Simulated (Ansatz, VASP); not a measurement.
## Two plane-wave programs on BiTe

```
Bi Te
1.0
     4.14976    0.00000    0.00000
    -2.07488    3.59380    0.00000
     0.00000    0.00000    4.44051
Bi Te
1 1
Direct
  0.04820 0.00000 0.00000
  0.66667 0.33333 0.50000
```

Alike in both runs: task single point; functional PBE; k mesh 10 × 10 × 8; occupations gaussian, width 0.05 eV; no spin polarisation.

```csv
,VASP,Ansatz
version,VASP 6.6.1,Ansatz 0.2.0
potentials or method,"VASP PAW PBE potentials, release 64 (Bi_d, Te), cutoff 500 eV","scalar-relativistic, plane waves, PAW"
valence electrons in the cell,21,31
```

```csv
,VASP,Ansatz,Ansatz less VASP
gap on the k mesh at the Fermi level (eV),none,none,-
pressure (GPa),0.4,0.4,+0.05
"traceless stress, the component that is largest in VASP (GPa)",0.69,0.69,-0.002
rms of the force components (eV/Å),0.089,0.089,-0.0005
```

Atom by atom the forces differ by 0.001 eV/Å (rms over components). A gap of «none» marks a metal or a gap that the smearing closes. VASP's potentials hold 21 valence electrons a cell and Ansatz's 31, so a difference there can come from the potentials and not from the codes.

Neither program's run includes spin-orbit coupling.
